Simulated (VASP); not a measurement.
TlBr: single point with r2SCAN

Crystal: TlBr.

```xyz
2
Lattice="3.9462 0.0000 0.0000 0.0000 3.9462 0.0000 0.0000 0.0000 3.9462" Properties=species:S:1:pos:R:3 pbc="T T T"
Tl    0.0000    0.0000    0.0000
Br    1.9731    1.9731    1.9731
```

- Program: VASP 6.6.1
- Task: single point
- Functional: r2SCAN
- Potentials or basis: VASP PAW PBE potentials, release 64 (Tl_d, Br)
- Cutoff: 550 eV
- k mesh: 6 × 6 × 6
- Occupations: gaussian, width 0.01 eV
- Spin: no spin polarisation

* Pressure: 1.0 GPa
* Band gap on the k mesh: 2.24 eV

Levels at points of the mesh, in eV from the valence-band top:
```tsv
k point	band 7	band 8	band 9	band 10	band 11	band 12	band 13	band 14
(0.00, 0.00, 0.00)	-4.66	-1.48	-1.48	-1.48	7.48	7.48	7.82	7.82
(0.50, 0.00, 0.00)	-5.76	-0.96	-0.96	0.00	2.24	6.22	6.22	8.49
(0.50, 0.50, 0.00)	-3.78	-3.16	-3.16	-0.88	5.30	5.30	7.96	8.33
(0.50, 0.50, 0.50)	-2.73	-2.13	-2.13	-2.13	2.41	2.41	2.41	13.90
```

Run time: 2.7 min on 1 thread of AMD EPYC 7R13 (shared host), peak memory 0.15 GiB.

Caveat: the PAW data sets were made with another functional, which shifts forces and pressure a little; spin-orbit coupling is left out, which moves the levels of the heavy elements. A k mesh can miss the band edges.
